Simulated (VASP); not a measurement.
Ti, 1 atom in the cell. It takes space group Fm-3m (No. 225, cubic). Conventional cell: a = 4.267 Å, b = 4.267 Å, c = 4.267 Å, α = 90.00°, β = 90.00°, γ = 90.00°. Ti (site symmetry m-3m) has 12 Ti at 3.02 Å within 4.0 Å. This isn't the form of Ti at room conditions, which is hcp.

| Item | Value |
| --- | --- |
| Program | VASP 6.6.1 |
| Task | single point |
| Functional | r2SCAN |
| Potentials or basis | VASP PAW PBE potentials, release 64 (Ti_sv) |
| Cutoff | 520 eV |
| k mesh | 15 × 15 × 15 |
| Occupations | fermi-dirac, width 0.05 eV |
| Spin | collinear spin |
| Starting moments | [1.0] μB |
| Dipole correction | no |
| Further INCAR settings | ALGO = Normal; EDIFF = 1e-06; NBANDS = 16 |

Potentials or basis: VASP PAW PBE potentials, release 64 (Ti_sv).

Command:

```bash
$ cat potpaw_PBE.64/Ti_sv/POTCAR > POTCAR
$ cp INCAR.step1 INCAR
$ mpirun -np 1 vasp_std > vasp.out
$ cp INCAR.step2 INCAR
$ mpirun -np 1 vasp_std > vasp.out
```

Hardware: 1 thread of Intel(R) Xeon(R) 6975P-C (Granite Rapids), on a shared host.

Problem. How long does it take, and how much memory?

Solution. Wall time 90 s on 1 thread of Intel(R) Xeon(R) 6975P-C (Granite Rapids), with other jobs on the host, peak memory 0.19 GiB. Counts: k points 120.
